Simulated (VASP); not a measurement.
Crystal: RbBr.

```
CELL_PARAMETERS angstrom
4.12793 0.00000 0.00000
0.00000 4.12793 0.00000
0.00000 0.00000 4.12793
ATOMIC_POSITIONS crystal
Rb 0.00000 0.00000 0.00000
Br 0.50000 0.50000 0.50000
```

Base run:

```yaml
Program: VASP 6.6.1
Functional: PBE
Potentials_or_basis: VASP PAW PBE potentials, release 64 (Rb_sv, Br)
Cutoff: 520 eV
k_mesh: 4 × 4 × 4
Occupations: gaussian, width 0.01 eV
Spin: no spin polarisation
```

Its results: band gap on the k mesh 4.07 eV (least direct gap 4.23 eV); pressure 0.8 GPa.

Problem. The run is repeated on the same cell with these changes: functional from PBE to PBE-based screened hybrid with 10 % exact exchange. What comes out?

Solution. Band gap on the k mesh 4.68 eV (least direct gap 4.84 eV); pressure 0.7 GPa.

Caveats: the PAW data sets were made with another functional, which shifts forces and pressure a little (at least some runs).

A k mesh can miss the band edges.
